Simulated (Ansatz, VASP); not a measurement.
## Two plane-wave programs on MoS2

```xyz
3
Lattice="3.1415 0.0000 0.0000 -1.5708 2.7206 0.0000 0.0000 0.0000 17.3373" Properties=species:S:1:pos:R:3 pbc="T T T"
Mo    0.0000    0.0000    0.0000
S     0.0000    1.8137    1.5581
S     0.0000    1.8137   15.7792
```

Alike in both runs: functional PBEsol; k mesh 12 × 12 × 2; occupations gaussian, width 0.02 eV; no spin polarisation.

Ansatz relaxed the structure, and its values are those at the end. VASP's run is a single point on that final structure, the one shown.

|  | VASP | Ansatz |
| --- | --- | --- |
| version | VASP 6.6.1 | Ansatz 0.2.0 |
| potentials or method | VASP PAW PBE potentials, release 64 (Mo_sv, S), cutoff 520 eV | scalar-relativistic, plane waves, PAW |
| valence electrons in the cell | 26 | 26 |

Ansatz gave:

```
gap on the k mesh at the Fermi level (eV) : 1.80
least direct gap on the mesh (eV)         : 1.80
```

Task: Which values does VASP return?

Result: gap on the k mesh at the Fermi level (eV): 1.81; least direct gap on the mesh (eV): 1.81.

VASP's potentials were made for PBE, not for PBEsol. Ansatz's warnings: xc potential rough in thin density.
